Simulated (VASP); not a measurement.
# Li (P1) in VASP: single point with PBE

Aim: the single point of Li with PBE.

Everything below comes from runs of VASP 6.6.1. Logs are shortened: lines on timing, memory, paths and dates and some standing lists are left out, and cuts for length are marked.

## Step 1: The cell of the first run

The typed cell holds 8 atoms: a = 3.178 Å, b = 5.085 Å, c = 10.198 Å, α = 79.19°, β = 89.88°, γ = 89.89°.

## Step 2: Single point, PBE

Input file INCAR:

```
SYSTEM = Li
PREC = Accurate
ENCUT = 520
EDIFF = 1E-6
ISMEAR = 0
SIGMA = 0.2
LREAL = .False.
LASPH = .True.
NELM = 60
ALGO = Normal
ISIF = 2
LWAVE = .False.
LCHARG = .False.
GGA = PE
NBANDS = 22
```

Input file KPOINTS:

```
Automatic mesh
0
Gamma
  8 4 2
  0 0 0
```

Input file POSCAR:

```
Li
1.0
    1.5866074859     -2.7537413501     -0.0037235417
   -4.3809985773     -2.5351679229     -0.4909822034
   -0.8063894427     -0.4755077888    -10.1544793852
Li
8
Direct
    0.5009952478      0.4985319166      0.5000434348
    0.0009002574     -0.0014299572      0.5001059751
   -0.0011704903      0.5278864571      0.7491568641
    0.4987951656      0.0281901852      0.7492063079
    0.5004483404      0.9589954708      0.2509455785
    0.0005620138      0.4590261293      0.2508294107
    0.4998933605      0.5146526577     -0.0000575672
   -0.0004238950      0.0141471405     -0.0002300040
```

Potentials or basis: VASP PAW PBE potentials, release 64 (Li_sv).

Started as:

```console
$ cat potpaw_PBE.64/Li_sv/POTCAR > POTCAR
$ mpirun -np 1 vasp_std > vasp.out
```

OUTCAR:

```text
SYSTEM = Li
   PREC = Accurate
   ENCUT = 520
   EDIFF = 1E-6
   ISMEAR = 0
   LREAL = .False.
   LASPH = .True.
   NELM = 60
   ISIF = 2
   GGA = PE

 ion  position               nearest neighbor table
   1  0.501  0.499  0.500-
   2  0.001  0.999  0.500-
   3  0.999  0.528  0.749-
   4  0.499  0.028  0.749-
   5  0.500  0.959  0.251-
   6  0.001  0.459  0.251-
   7  0.500  0.515  1.000-
   8  1.000  0.014  1.000-

  LATTYP: Found a triclinic cell.
 ALAT       =    10.1975400551
 B/A-ratio  =     0.4986888514
 C/A-ratio  =     0.3116552747
 COS(alpha) =     0.0019861281
 COS(beta)  =     0.0020924006
 COS(gamma) =     0.1875090772

  Lattice vectors:

 A1 = (   0.8063894427,   0.4755077888,  10.1544793852)
 A2 = (   4.3809985773,   2.5351679229,   0.4909822034)
 A3 = (  -1.5866074859,   2.7537413501,   0.0037235417)

Analysis of symmetry for initial positions (statically):
=====================================================================
 Subroutine PRICEL returns:
 Original cell was already a primitive cell.

 Routine SETGRP: Setting up the symmetry group for a
 triclinic supercell.

 Subroutine GETGRP returns: Found  1 space group operations
 (whereof  1 operations were pure point group operations)
 out of a pool of  2 trial point group operations.

The static configuration has the point symmetry C_1 .

Analysis of symmetry for dynamics (positions and initial velocities):
=====================================================================
 Subroutine PRICEL returns:
 Original cell was already a primitive cell.

 Routine SETGRP: Setting up the symmetry group for a
 triclinic supercell.

 Subroutine GETGRP returns: Found  1 space group operations
 (whereof  1 operations were pure point group operations)
 out of a pool of  2 trial point group operations.

The dynamic configuration has the point symmetry C_1 .

 Subroutine INISYM returns: Found  1 space group operations
 (whereof  1 operations are pure point group operations),
 and found     1 'primitive' translations

----------------------------------------------------------------------------------------

                                     Primitive cell

  volume of cell :     161.8887

  direct lattice vectors                    reciprocal lattice vectors
     1.586607486 -2.753741350 -0.003723542     0.157576412 -0.272352732  0.000240080
    -4.380998577 -2.535167923 -0.490982203    -0.172717643 -0.099538591  0.018377019
    -0.806389443 -0.475507789-10.154479385     0.008293340  0.004912688 -0.099367348

  length of vectors
     3.178117147  5.085399537 10.197540055     0.314652815  0.200192482  0.099833781

  position of ions in fractional coordinates (direct lattice)
     0.500995248  0.498531917  0.500043435
     0.000900257  0.998570043  0.500105975
     0.998829510  0.527886457  0.749156864
     0.498795166  0.028190185  0.749206308
     0.500448340  0.958995471  0.250945579
     0.000562014  0.459026129  0.250829411
     0.499893361  0.514652658  0.999942433
     0.999576105  0.014147141  0.999769996

  ion indices of the primitive-cell ions
   primitive index   ion index
                 1           1
                 2           2
                 3           3
                 4           4
                 5           5
                 6           6
                 7           7
                 8           8

----------------------------------------------------------------------------------------

 KPOINTS: Automatic mesh

Automatic generation of k-mesh.
 Grid dimensions read from file:
 generate k-points for:    8    4    2

 Generating k-lattice:

  Cartesian coordinates                     Fractional coordinates (reciprocal lattice)
     0.019697051 -0.034044091  0.000030010     0.125000000 -0.000000000 -0.000000000
    -0.043179411 -0.024884648  0.004594255     0.000000000  0.250000000  0.000000000
     0.004146670  0.002456344 -0.049683674    -0.000000000  0.000000000  0.500000000

  Length of vectors
     0.039331602  0.050048121  0.049916890

  Shift w.r.t. Gamma in fractional coordinates (k-lattice)
     0.000000000  0.000000000  0.000000000

 Subroutine IBZKPT returns following result:
 ===========================================

 Found     36 irreducible k-points:

 Following reciprocal coordinates:
            Coordinates               Weight
  0.000000  0.000000  0.000000      1.000000
  0.125000 -0.000000 -0.000000      2.000000
  0.250000 -0.000000 -0.000000      2.000000
  0.375000 -0.000000 -0.000000      2.000000
  0.500000 -0.000000 -0.000000      1.000000
 -0.000000  0.250000  0.000000      2.000000
[... 16 lines left out ...]
  0.500000 -0.000000  0.500000      1.000000
 -0.000000  0.250000  0.500000      2.000000
 [... further k-points ...]
   k-points           NKPTS =     36   k-points in BZ     NKDIM =     36   number of bands    NBANDS=     22
   number of dos      NEDOS =    301   number of ions     NIONS =      8
   total plane-waves  NPLWV =  76800
   dimension x,y,z NGX =    24 NGY =   40 NGZ =   80
   dimension x,y,z NGXF=    48 NGYF=   80 NGZF=  160
   ions per type =               8
   NGX,Y,Z   is equivalent  to a cutoff of  12.55, 13.08, 13.04 a.u.
   NGXF,Y,Z  is equivalent  to a cutoff of  25.11, 26.15, 26.08 a.u.
 SYSTEM =  Li
   PREC   = accura    normal or accurate (medium, high low for compatibility)
   ISTART =      0    job   : 0-new  1-cont  2-samecut
   ICHARG =      2    charge: 1-file 2-atom 10-const
   ISPIN  =      1    spin polarized calculation?
   LNONCOLLINEAR =      F non collinear calculations
   LSORBIT =      F    spin-orbit coupling
   LASPH  =      T    aspherical Exc in radial PAW
   ENCUT  =  520.0 eV  38.22 Ry    6.18 a.u.   5.91  9.46 18.96*2*pi/ulx,y,z
   NELM   =     60;   NELMIN=  2; NELMDL= -5     # of ELM steps
   EDIFF  = 0.1E-05   stopping-criterion for ELM
   LREAL  =      F    real-space projection
   EDIFFG = 0.1E-04   stopping-criterion for IOM
   NSW    =      0    number of steps for IOM
   IBRION =     -1    ionic relax: 0-MD 1-quasi-New 2-CG
   NFREE  =      0    steps in history (QN), initial steepest desc. (CG)
   ISIF   =      2    stress and relaxation
   ISYM   =      2    0-nonsym 1-usesym 2-fastsym
   POTIM  = 0.5000    time-step for ionic-motion
   TEBEG  =    0.0;   TEEND  =   0.0 temperature during run
   PSTRESS=    0.0 pullay stress
   NELECT =      24.0000    total number of electrons
   NUPDOWN=      -1.0000    fix difference up-down
   EMIN   =  10.00;   EMAX   =-10.00  energy-range for DOS
   EFERMI =   0.00;   METHOD = LEGACY
   ISMEAR =     0;   SIGMA  =   0.20  broadening in eV -4-tet -1-fermi 0-gaus
   EFERMI_NEDOS =   21; number of points for ismear=-14 and -15
   IALGO  =     38    algorithm
   IMIX   =      4    mixing-type and parameters
     AMIX     =   0.40;   BMIX     =  1.00
     AMIX_MAG =   1.60;   BMIX_MAG =  1.00
  volume/ion in A,a.u.               =      20.24       136.56
  Fermi-wavevector in a.u.,A,eV,Ry     =   0.866442  1.637339 10.214199  0.750722
  Thomas-Fermi vector in A             =   1.984832
   LORBIT       =      0    0 simple, 1 ext, 2 COOP (PROOUT), +10 PAW based schemes
   GGA     = PE    functional components
   LHFCALC =     F    Hartree Fock is set to
   AEXX    =    0.0000 exact exchange contribution
   IVDW    =     0    specifies the selected vdW correction
   LEPSILON=     F    determine dielectric tensor
   LRPA    =     F    only Hartree local field effects (RPA)
 non-spin polarized calculation
 Gauss-broadening in eV      SIGMA  =   0.20
  energy-cutoff  :      520.00
  volume of cell :      161.89
 maximum number of plane-waves:      4396
   NGX = 11   NGY = 19   NGZ = 37

 number of electron      23.9999991 magnetization

 Free energy of the ion-electron system (eV)
  ---------------------------------------------------
  ext. energy  EPLUGINS =         0.00000000
  ---------------------------------------------------
  free energy    TOTEN  =       -15.33220239 eV

  energy without entropy =      -15.28831135  energy(sigma->0) =      -15.31025687

 E-fermi :   0.5990     XC(G=0):  -7.0483

 val. band max:        0.5927746591   @ k =   0.0000   0.0000   0.0000
 cond. band min:       0.6315947602   @ k =   0.0000   0.0000   0.0000
 fundamental gap:      0.0388201011
 Fermi energy:         0.5989984168

 k-point     1 :       0.0000    0.0000    0.0000
  band No.  band energies     occupation
      1     -45.9051      2.00000
      2     -45.8891      2.00000
      3     -45.8886      2.00000
      4     -45.8851      2.00000
      5     -45.8735      2.00000
      6     -45.8699      2.00000
[... 14 lines left out ...]
     21       6.6127      0.00000
     22       7.5974      0.00000

 k-point     2 :       0.1250   -0.0000   -0.0000
  band No.  band energies     occupation
      1     -45.9037      2.00000
      2     -45.8888      2.00000
      3     -45.8877      2.00000
      4     -45.8840      2.00000
      5     -45.8736      2.00000
      6     -45.8696      2.00000
[... 14 lines left out ...]
     21       5.6085      0.00000
     22       7.4178      0.00000

 k-point     3 :       0.2500   -0.0000   -0.0000
  band No.  band energies     occupation
      1     -45.9000      2.00000
      2     -45.8884      2.00000
      3     -45.8849      2.00000
      4     -45.8809      2.00000
      5     -45.8740      2.00000
      6     -45.8699      2.00000
[... 14 lines left out ...]
     21       4.5361      0.00000
     22       6.9639      0.00000
[... 476 lines left out ...]
 k-point    23 :       0.5000   -0.0000    0.5000
  band No.  band energies     occupation
      1     -45.8922      2.00000
      2     -45.8904      2.00000
      3     -45.8778      2.00000
      4     -45.8778      2.00000
      5     -45.8737      2.00000
      6     -45.8732      2.00000
[... 14 lines left out ...]
     21       6.1616      0.00000
     22       6.1639      0.00000

 k-point    24 :      -0.0000    0.2500    0.5000
  band No.  band energies     occupation
      1     -45.9026      2.00000
      2     -45.8912      2.00000
      3     -45.8875      2.00000
      4     -45.8820      2.00000
      5     -45.8760      2.00000
      6     -45.8716      2.00000
[... 14 lines left out ...]
     21       6.0284      0.00000
     22       7.8352      0.00000

 [... further k-points ...]

------------------------ aborting loop because EDIFF is reached ----------------------------------------

  FORCE on cell =-STRESS in cart. coord.  units (eV):
  Direction    XX          YY          ZZ          XY          YZ          ZX
  --------------------------------------------------------------------------------------
  -------------------------------------------------------------------------------------
  Total        0.0331274     -0.0525835     -0.1297755      0.0229416     -0.0337035     -0.0007660
  in kB        0.3278546     -0.5204078     -1.2843602      0.2270477     -0.3335562     -0.0075812
  external PRESSURE =      -0.4923045 kB  Pullay stress =       0.0000000 kB

 VOLUME and BASIS-vectors are now :
 -----------------------------------------------------------------------------
  energy-cutoff  :      520.00
  volume of cell :      161.89
      direct lattice vectors                 reciprocal lattice vectors
     1.586607486 -2.753741350 -0.003723542     0.157576412 -0.272352732  0.000240080
    -4.380998577 -2.535167923 -0.490982203    -0.172717643 -0.099538591  0.018377019
    -0.806389443 -0.475507789-10.154479385     0.008293340  0.004912688 -0.099367348

 POSITION                                       TOTAL-FORCE (eV/Angst)
 -----------------------------------------------------------------------------------
     -1.79241     -2.88125     -5.32432         0.002111      0.002477      0.000666
     -4.77659     -2.77183     -5.56860         0.002297      0.002313      0.000188
     -1.33203     -4.44503     -7.87020         0.004547      0.000956     -0.006398
      0.06374     -1.80127     -7.62350         0.008368      0.003457     -0.003909
     -3.60970     -3.92865     -3.02093        -0.006867     -0.003715      0.005164
     -2.21237     -1.28453     -2.77242        -0.007082     -0.003810      0.002312
     -2.26790     -3.15679    -10.40844         0.001344      0.001559      0.003349
      0.71775     -3.26384    -10.16281        -0.004718     -0.003237     -0.001372
 -----------------------------------------------------------------------------------
    total drift:                                0.000064      0.000088     -0.000022

  FREE ENERGIE OF THE ION-ELECTRON SYSTEM (eV)
  ---------------------------------------------------
  free  energy   TOTEN  =       -15.3322023930 eV

  energy  without entropy=      -15.2883113502  energy(sigma->0) =      -15.31025687
```

It took 2.2 min on 1 thread of Intel Xeon 8259CL, shared host; peak memory 0.29 GiB.

Results:

```
Free energy            : -15.3322 eV
Largest force          : 0.010 eV/Å
Band gap on the k mesh : zero (bands 12 and 13 overlap by 1.75 eV)
```

Forces on the atoms (eV/Å):
```
Li   0.002  0.002  0.001
Li   0.002  0.002  0.000
Li   0.005  0.001 -0.006
Li   0.008  0.003 -0.004
Li  -0.007 -0.004  0.005
Li  -0.007 -0.004  0.002
Li   0.001  0.002  0.003
Li  -0.005 -0.003 -0.001
```

Caveat: the cutoff is under 1.25 times the usual one of these potentials, so pressure, stress and relaxed cells hold a basis-set (Pulay) error.

The gap in the log of VASP goes by the Fermi energy; the results here count the filled bands.